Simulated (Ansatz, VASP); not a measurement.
## One calculation of La4TaO, two programs

The input INCAR:

```
ALGO = Normal
EDIFF = 1E-6
ENCUT = 520
GGA = PE
ISIF = 2
ISMEAR = 0
ISPIN = 2
LASPH = T
LCHARG = T
LELF = T
LMAXMIX = 6
LORBIT = 11
LREAL = F
LVHAR = T
LWAVE = F
MAGMOM = 0 0 0 0 1 0
NBANDS = 44
NELM = 150
PREC = Accurate
SIGMA = 0.1
```

The input KPOINTS:

```
k-points
0
Gamma
  4 4 4
```

File POSCAR:

```
La4TaO
1.0
    0.0000000000      4.3874454714      4.3874454714
    4.3874454714      0.0000000000      4.3874454714
    4.3874454714      4.3874454714      0.0000000000
La Ta O
4 1 1
Direct
    0.3761418806      0.8715743581      0.3761418806
    0.8715743581      0.3761418806      0.3761418806
    0.3761418806      0.3761418806      0.8715743581
    0.3761418806      0.3761418806      0.3761418806
    0.7500000000      0.7500000000      0.7500000000
    0.0000000000      0.0000000000      0.0000000000
```

Input for Ansatz:

```yaml
crystal:
  lattice:
    - [0.0, 4.3874454714, 4.3874454714]
    - [4.3874454714, 0.0, 4.3874454714]
    - [4.3874454714, 4.3874454714, 0.0]
  atoms:
    - { symbol: La, position: [0.3761418806, 0.8715743581, 0.3761418806] }
    - { symbol: La, position: [0.8715743581, 0.3761418806, 0.3761418806] }
    - { symbol: La, position: [0.3761418806, 0.3761418806, 0.8715743581] }
    - { symbol: La, position: [0.3761418806, 0.3761418806, 0.3761418806] }
    - { symbol: Ta, position: [0.75, 0.75, 0.75], spin: 1.0 }
    - { symbol: O, position: [0.0, 0.0, 0.0] }
basis:
  ecutwfc: 420
kpoints:
  mp_grid: { grid: [4, 4, 4] }
hamiltonian:
  xc: pbe
scf:
  occupations: { method: gaussian, width: 0.1 }
  lower_state_search: "off"
output:
  forces: true
  stress: true
  eigenvalues: true
  populations: true
magnetization:
  spin_polarized: true
```

Change from the starting cell: species swapped into the YbNi4Au type (F-43m, No. 216).

Alike in both runs: task single point; functional PBE; k mesh 4 × 4 × 4; occupations gaussian, width 0.1 eV; collinear spin.

```csv
,VASP,Ansatz
version,VASP 6.6.1,Ansatz 0.2.0
potentials or method,"VASP PAW PBE potentials, release 64 (La, Ta_pv, O), cutoff 520 eV","scalar-relativistic, plane waves, PAW"
valence electrons in the cell,61,63
```

Ansatz gave:

```
gap on the k mesh at the Fermi level (eV) : none
pressure (GPa)                            : 0.2
rms of the force components (eV/Å)        : 0.006
net moment per atom (μB)                  : 0.00
```

**Question.** What did VASP give for the same quantities?

**Answer.** gap on the k mesh at the Fermi level (eV): none; pressure (GPa): 0.2; rms of the force components (eV/Å): 0.002; net moment per atom (μB): 0.00.

Atom by atom the forces differ by 0.004 eV/Å (rms over components). A gap of «none» marks a metal or a gap that the smearing closes. The functional is the same, so the differences come from potentials, cutoffs and numerics. VASP's potentials hold 61 valence electrons a cell and Ansatz's 63, so a difference there can come from the potentials and not from the codes. Ansatz's warnings: seeded moment not kept.

Spin-orbit coupling is off throughout.
